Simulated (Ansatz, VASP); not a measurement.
# LiH in VASP and in Ansatz

Contents of INCAR:

```
SYSTEM = LiH
  PREC = Accurate
  ENCUT = 520
  EDIFF = 1E-6
  ISMEAR = 0
  SIGMA = 0.05
  LREAL = .False.
  LASPH = .True.
  NELM = 60
  ALGO = Normal
  ISIF = 2
  LWAVE = .False.
  LCHARG = .False.
  GGA = PE
  NBANDS = 9
```

File KPOINTS:

```
Automatic mesh
0
Gamma
  8 8 8
  0 0 0
```

The input POSCAR:

```
LiH
1.0
    0.0000000000      2.0484368148      2.0484368148
    2.0484368148      0.0000000000      2.0484368148
    2.0484368148      2.0484368148      0.0000000000
Li H
1 1
Direct
    0.0000000000      0.0000000000      0.0000000000
    0.5000000000      0.5000000000      0.5000000000
```

Input for Ansatz:

```yaml
crystal:
  lattice:
    - [0.0, 2.0484368148, 2.0484368148]
    - [2.0484368148, 0.0, 2.0484368148]
    - [2.0484368148, 2.0484368148, 0.0]
  atoms:
    - { symbol: Li, position: [0.0, 0.0, 0.0] }
    - { symbol: H, position: [0.5, 0.5, 0.5] }
basis:
  ecutwfc: 420
  ecutrho_ratio: 4
kpoints:
  mp_grid: { grid: [8, 8, 8] }
hamiltonian:
  xc: pbe
scf:
  occupations: { method: gaussian, width: 0.05 }
output:
  forces: true
  stress: true
  eigenvalues: true
```

Alike in both runs: task single point; functional PBE; k mesh 8 × 8 × 8; occupations gaussian, width 0.05 eV; no spin polarisation.

```csv
,VASP,Ansatz
version,VASP 6.6.1,Ansatz 0.2.0
potentials or method,"VASP PAW PBE potentials, release 64 (Li_sv, H), cutoff 520 eV","scalar-relativistic, plane waves, PAW"
valence electrons in the cell,4,4
```

Ansatz gave:

| Quantity | Value |
| --- | --- |
| gap on the k mesh at the Fermi level (eV) | 3.03 |
| least direct gap on the mesh (eV) | 3.03 |

**Question.** Which values does VASP return?

**Answer.** gap on the k mesh at the Fermi level (eV): 3.02; least direct gap on the mesh (eV): 3.02.

Noted on VASP's run: the cutoff is under 1.25 times that of the potentials, so the pressure is a little rough.
